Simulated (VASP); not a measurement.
Write the native input for VASP 6.6.1 that does the following.

| Quantity | Value |
| --- | --- |
| Task | single point |
| Functional | PBE |
| Potentials or basis | VASP PAW PBE potentials, release 64 (Sc_sv, Al) |
| Cutoff | 520 eV |
| k mesh | 12 × 12 × 4 |
| Occupations | gaussian, width 0.1 eV |
| Spin | no spin polarisation |
| Dipole correction | no |
| Further INCAR settings | ALGO = Fast; EDIFF = 1e-06; NBANDS = 38 |

The structure of Sc5Al lies in POSCAR:

```
Sc5Al
1.0
    3.2518100000      0.0000000000      0.0000000000
    0.0000000000      3.2518100000      0.0000000000
    0.0000000000      0.0000000000     13.0465348000
Sc Al
5 1
Direct
    0.0000000000      0.0000000000      0.6434030000
    0.5000000000      0.5000000000      0.8223780000
    0.0000000000      0.0000000000      0.0000000000
    0.5000000000      0.5000000000      0.1776220000
    0.0000000000      0.0000000000      0.3565970000
    0.5000000000      0.5000000000      0.5000000000
```

The input as run:

INCAR

```
SYSTEM = Sc5Al
ALGO     = Fast           ! electronic algorithm
EDIFF    = 1E-6           ! SCF threshold, eV
ENCUT    = 520            ! plane-wave cutoff, eV
GGA      = PE             ! functional
ISIF     = 2              ! what is computed and relaxed
ISMEAR   = 0              ! smearing method
LASPH    = .True.         ! aspherical terms in the spheres
LCHARG   = .False.        ! write CHGCAR
LREAL    = .False.        ! projectors in reciprocal space
LWAVE    = .False.        ! write WAVECAR
NBANDS   = 38             ! bands
NELM     = 80             ! most SCF steps
PREC     = Accurate       ! precision mode
SIGMA    = 0.1            ! smearing width, eV
```

KPOINTS

```
k-points
0
Gamma
  12 12 4
  0 0 0
```

Potentials or basis: VASP PAW PBE potentials, release 64 (Sc_sv, Al).

Run with:

```console
$ cat potpaw_PBE.64/Sc_sv/POTCAR potpaw_PBE.64/Al/POTCAR > POTCAR
$ mpirun -np 1 vasp_std > vasp.out
```

It gave:

```json
{"Pressure": "0.1 GPa", "Largest force": "0.008 eV/Å", "Band gap on the k mesh": "zero (bands 29 and 30 overlap by 0.73 eV)"}
```

It took 3.9 min on 1 thread of Intel(R) Xeon(R) 6975P-C (Granite Rapids) (shared host), peak memory 0.46 GiB.
